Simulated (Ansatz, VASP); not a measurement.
# ZnO: VASP beside Ansatz

```
CELL_PARAMETERS angstrom
3.23596 0.00000 0.00000
-1.61798 2.80242 0.00000
0.00000 0.00000 5.20906
ATOMIC_POSITIONS crystal
Zn 0.33333 0.66667 0.00108
Zn 0.66667 0.33333 0.50108
O 0.33333 0.66667 0.38102
O 0.66667 0.33333 0.88102
```

Alike in both runs: task single point; functional PBE; k mesh 12 × 12 × 6; no spin polarisation.

|  | VASP | Ansatz |
| --- | --- | --- |
| version | VASP 6.6.1 | Ansatz 0.2.0 |
| potentials or method | VASP PAW PBE potentials, release 64 (Zn, O), cutoff 520 eV | scalar-relativistic, plane waves, PAW |
| occupations | methfessel-paxton of order 1, width 0.001 eV | cold, width 0.001 eV |
| valence electrons in the cell | 36 | 36 |

VASP gave:

| Quantity | Value |
| --- | --- |
| gap on the k mesh at the Fermi level (eV) | 0.79 |
| pressure (GPa) | 7.2 |
| traceless stress, the component that is largest in VASP (GPa) | 0.08 |
| rms of the force components (eV/Å) | 0.005 |

Task: Estimate Ansatz's values.

Result: gap on the k mesh at the Fermi level (eV): 0.81; pressure (GPa): 6.0; traceless stress, the component that is largest in VASP (GPa): 0.09; rms of the force components (eV/Å): 0.004.

Atom by atom the forces differ by 0.001 eV/Å (rms over components).
